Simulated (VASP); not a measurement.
Si2N:

```xyz
6
Lattice="6.5675 0.0000 0.0000 0.0000 6.5675 0.0000 0.0000 0.0000 2.5887" Properties=species:S:1:pos:R:3 pbc="T T T"
Si    2.3241    2.3241    0.0000
Si    0.9597    5.6078    1.2943
Si    4.2434    4.2434    0.0000
Si    5.6078    0.9597    1.2943
N     0.0000    0.0000    0.0000
N     3.2837    3.2837    1.2943
```

- Program: VASP 6.6.1
- Task: relaxation of cell and atoms
- Functional: PBE
- Potentials or basis: VASP PAW PBE potentials, release 64 (Si, N)
- Cutoff: 600 eV
- k mesh: 6 × 6 × 14
- Occupations: gaussian, width 0.1 eV
- Spin: no spin polarisation

At the start: pressure -0.5 GPa; volume 18.61 Å³/atom.

Q: How do energy, volume and symmetry change on relaxing?

A: Over 13 steps the energy falls by 2.8 meV/atom and the volume is 19.03 Å³/atom (+2.3 %); space group P4_2/mnm (No. 136, to 0.05 Å).

The path:
```
step  energy change (eV)  largest force (eV/Å)  pressure (GPa)  volume (Å³)
   1              0.0000                0.0120           -0.53       111.65
   2             -0.0101                0.0022            0.79       110.65
   3             -0.0116                0.0022            0.43       110.91
   4             -0.0129                0.0885            0.08       111.60
   5             -0.0130                0.1073            0.01       111.74
   6             -0.0142                0.0879            0.02       112.14
   7             -0.0164                0.0279            0.01       113.33
   8             -0.0152                0.0954            0.05       115.73
   9             -0.0168                0.0137            0.04       114.11
  10             -0.0168                0.0192            0.03       114.21
  11             -0.0168                0.0170            0.02       114.16
  12             -0.0169                0.0152           -0.03       114.21
  13             -0.0169                0.0012            0.00       114.19
```

Final structure:
```
CELL_PARAMETERS angstrom
6.67890 0.00000 0.00000
0.00000 6.67890 0.00000
0.00000 0.00000 2.55981
ATOMIC_POSITIONS crystal
Si 0.35566 0.35566 0.00000
Si 0.14434 0.85566 0.50000
Si 0.64434 0.64434 0.00000
Si 0.85566 0.14434 0.50000
N 0.00000 0.00000 0.00000
N 0.50000 0.50000 0.50000
```
